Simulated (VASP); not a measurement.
# Pt (Im-3m) in VASP: notebook, part 2 of 2

VASP 6.6.1.

## Step 4: Single point, BLYP (volume scaled by 1.04)

File INCAR:

```
SYSTEM = Pt
AGGAC = 1.0 ; AGGAX = 1.0
ALDAC = 0.0 ; ALDAX = 1.0
ALGO = Normal ; EDIFF = 1E-6
ENCUT = 520 ; GGA = B5
ISIF = 2 ; ISMEAR = -1
LASPH = .True. ; LCHARG = .False.
LREAL = .False. ; LWAVE = .False.
NBANDS = 11 ; NELM = 100
PREC = Accurate ; SIGMA = 0.1
```

File KPOINTS:

```
k-points
0
Gamma
  15 15 15
  0 0 0
```

File POSCAR:

```
Pt
1.0
   -1.6365160221      1.6365160221      1.6365160221
    1.6365160221     -1.6365160221      1.6365160221
    1.6365160221      1.6365160221     -1.6365160221
Pt
1
Direct
    0.0000000000      0.0000000000      0.0000000000
```

Potentials or basis: VASP PAW PBE potentials, release 64 (Pt).

The run is started by

```bash
$ cat potpaw_PBE.64/Pt/POTCAR > POTCAR
$ mpirun -np 1 vasp_std > vasp.out
```

OUTCAR:

```text
SYSTEM = Pt
   EDIFF = 1E-6
   ENCUT = 520
   GGA = B5
   ISIF = 2
   ISMEAR = -1
   LASPH = .True.
   LREAL = .False.
   NELM = 100
   PREC = Accurate

 ion  position               nearest neighbor table
   1  0.000  0.000  0.000-

  LATTYP: Found a body centered cubic cell.
 ALAT       =     3.2730320442

  Lattice vectors:

 A1 = (  -1.6365160221,   1.6365160221,   1.6365160221)
 A2 = (   1.6365160221,  -1.6365160221,   1.6365160221)
 A3 = (   1.6365160221,   1.6365160221,  -1.6365160221)

Analysis of symmetry for initial positions (statically):
=====================================================================
 Subroutine PRICEL returns:
 Original cell was already a primitive cell.

 Routine SETGRP: Setting up the symmetry group for a
 body centered cubic supercell.

 Subroutine GETGRP returns: Found 48 space group operations
 (whereof 48 operations were pure point group operations)
 out of a pool of 48 trial point group operations.

The static configuration has the point symmetry O_h .

Analysis of symmetry for dynamics (positions and initial velocities):
=====================================================================
 Subroutine PRICEL returns:
 Original cell was already a primitive cell.

 Routine SETGRP: Setting up the symmetry group for a
 body centered cubic supercell.

 Subroutine GETGRP returns: Found 48 space group operations
 (whereof 48 operations were pure point group operations)
 out of a pool of 48 trial point group operations.

The dynamic configuration has the point symmetry O_h .

 Subroutine INISYM returns: Found 48 space group operations
 (whereof 48 operations are pure point group operations),
 and found     1 'primitive' translations

----------------------------------------------------------------------------------------

                                     Primitive cell

[... 105 lines left out ...]
   IALGO  =     38    algorithm
   IMIX   =      4    mixing-type and parameters
     AMIX     =   0.40;   BMIX     =  1.00
     AMIX_MAG =   1.60;   BMIX_MAG =  1.00
  volume/ion in A,a.u.               =      17.53       118.31
  Fermi-wavevector in a.u.,A,eV,Ry     =   1.357692  2.565666 25.079992  1.843327
  Thomas-Fermi vector in A             =   2.484589
   LORBIT       =      0    0 simple, 1 ext, 2 COOP (PROOUT), +10 PAW based schemes
   GGA     = B5    functional components
   LHFCALC =     F    Hartree Fock is set to
   AEXX    =    0.0000 exact exchange contribution
   IVDW    =     0    specifies the selected vdW correction
   LEPSILON=     F    determine dielectric tensor
   LRPA    =     F    only Hartree local field effects (RPA)
 non-spin polarized calculation
  energy-cutoff  :      520.00
  volume of cell :       17.53
 maximum number of plane-waves:       482
 NGX is ok and might be reduce to    24
   NGX = 11   NGY = 11   NGZ = 11

 number of electron      10.0000001 magnetization

 Free energy of the ion-electron system (eV)
  ---------------------------------------------------
  ext. energy  EPLUGINS =         0.00000000
  ---------------------------------------------------
  free energy    TOTEN  =        -4.94212421 eV

  energy without entropy =       -4.90769695  energy(sigma->0) =       -4.92491058

 E-fermi :   9.0435     XC(G=0): -11.9278

 val. band max:        9.0217747234   @ k =  -0.2667   0.3333   0.1333
 cond. band min:       9.0437678469   @ k =  -0.4000   0.4000   0.4000
 fundamental gap:      0.0219931235
 Fermi energy:         9.0435083874

 k-point     1 :       0.0000    0.0000    0.0000
  band No.  band energies     occupation
      1       0.6748      2.00000
      2       6.0339      2.00000
      3       6.0339      2.00000
      4       6.0339      2.00000
      5       8.1669      1.99969
      6       8.1670      1.99969
      7      26.3507      0.00000
      8      26.3507      0.00000
      9      26.3507      0.00000
     10      34.3781      0.00000
     11      34.3781      0.00000
[... 309 lines left out ...]
 k-point    24 :       0.4000    0.2000    0.0000
  band No.  band energies     occupation
      1       4.1673      2.00000
      2       5.1421      2.00000
      3       6.8151      2.00000
      4       7.9939      1.99994
      5       8.7231      1.92200
      6      13.4305      0.00000
      7      14.1307      0.00000
      8      19.8602      0.00000
      9      24.1098      0.00000
     10      31.1551      0.00000
     11      31.8469      0.00000

 [... further k-points ...]
[... 5 lines left out ...]
  --------------------------------------------------------------------------------------
  -------------------------------------------------------------------------------------
  Total       -0.6675862     -0.6675862     -0.6675862      0.0000000     -0.0000000      0.0000000
  in kB      -61.0094576    -61.0094576    -61.0094576      0.0000000     -0.0000000      0.0000000
  external PRESSURE =     -61.0094576 kB  Pullay stress =       0.0000000 kB

 VOLUME and BASIS-vectors are now :
 -----------------------------------------------------------------------------
  energy-cutoff  :      520.00
  volume of cell :       17.53
      direct lattice vectors                 reciprocal lattice vectors
    -1.636516022  1.636516022  1.636516022     0.000000000  0.305527103  0.305527103
     1.636516022 -1.636516022  1.636516022     0.305527103  0.000000000  0.305527103
     1.636516022  1.636516022 -1.636516022     0.305527103  0.305527103  0.000000000

 POSITION                                       TOTAL-FORCE (eV/Angst)
 -----------------------------------------------------------------------------------
      0.00000      0.00000      0.00000         0.000000     -0.000000     -0.000000
 -----------------------------------------------------------------------------------
    total drift:                               -0.000000      0.000000      0.000000

  FREE ENERGIE OF THE ION-ELECTRON SYSTEM (eV)
  ---------------------------------------------------
  free  energy   TOTEN  =        -4.9421242106 eV

  energy  without entropy=       -4.9076969466  energy(sigma->0) =       -4.92491058
```

It took 8.6 s on 1 thread of Intel Xeon 6975P-C (Granite Rapids), shared host; peak memory 0.16 GiB.

Results:

```yaml
Free_energy: -4.9421 eV
Pressure: -6.1 GPa
Band_gap_on_the_k_mesh: zero (band 5 reaches 9.79 eV, above the bottom of band 6 at 8.05 eV)
```

Levels at points of the mesh, in eV from the Fermi level:
```
           k point  band 1  band 2  band 3  band 4  band 5  band 6  band 7  band 8  band 9  band 10
(0.00, 0.00, 0.00)   -8.37   -3.01   -3.01   -3.01   -0.88   -0.88   17.31   17.31   17.31    25.33
```

Caveat: the PAW data sets were made with another functional, which shifts forces and pressure a little; spin-orbit coupling is left out, which moves the levels of the heavy elements.

## Step 5: Single point, BLYP (volume scaled by 1.08)

File INCAR:

```
SYSTEM = Pt
PREC = Accurate ; ENCUT = 520
EDIFF = 1E-7 ; ISMEAR = -1
SIGMA = 0.1 ; LREAL = .FALSE.
LASPH = .TRUE. ; NELM = 100
ALGO = Normal ; ISIF = 2
LWAVE = .FALSE. ; LCHARG = .FALSE.
GGA = B5 ; ALDAX = 1.0
AGGAX = 1.0 ; AGGAC = 1.0
ALDAC = 0.0 ; NBANDS = 11
```

File KPOINTS:

```
regular mesh
0
G
  15 15 15
  0 0 0
```

File POSCAR:

```
Pt
1.0
   -1.6572336141      1.6572336141      1.6572336141
    1.6572336141     -1.6572336141      1.6572336141
    1.6572336141      1.6572336141     -1.6572336141
Pt
1
Direct
    0.0000000000      0.0000000000      0.0000000000
```

The run is started by

```bash
$ cat potpaw_PBE.64/Pt/POTCAR > POTCAR
$ mpirun -np 1 vasp_std > vasp.out
```

Run time: 9.7 s. Hardware: 1 thread of Intel Xeon 6975P-C (Granite Rapids), shared host; peak memory 0.15 GiB.

Results (log left out):

```
Free energy            : -4.9053 eV
Pressure               : -11.3 GPa
Band gap on the k mesh : zero (band 5 reaches 9.13 eV, above the bottom of band 6 at 7.51 eV)
```

Levels at points of the mesh, in eV from the Fermi level:
```
           k point  band 2  band 3  band 4  band 5  band 6  band 7  band 8  band 9
(0.00, 0.00, 0.00)   -2.84   -2.84   -2.84   -0.82   -0.82   17.28   17.28   17.28
```

Caveat: the PAW data sets were made with another functional, which shifts forces and pressure a little; spin-orbit coupling is left out, which moves the levels of the heavy elements.

## Step 6: The runs side by side

```tsv
cell	gap on the mesh (eV)	pressure (GPa)
a = 2.760 Å, angles 109.5°, 1 atom	none	9.6
a = 2.798 Å, angles 109.5°, 1 atom	none	0.7
a = 2.835 Å, angles 109.5°, 1 atom	none	-6.1
a = 2.870 Å, angles 109.5°, 1 atom	none	-11.3
```

Alike in all rows: task single point; level BLYP; potentials or basis VASP PAW PBE potentials, release 64 (Pt); no spin polarisation; k mesh 15 × 15 × 15; cutoff (eV) 520; smearing fermi-dirac 0.1 eV.

Caveats: the PAW data sets were made with another functional, which shifts forces and pressure a little; spin-orbit coupling is left out, which moves the levels of the heavy elements.

Absolute energies hang on the potentials; compare differences alone.
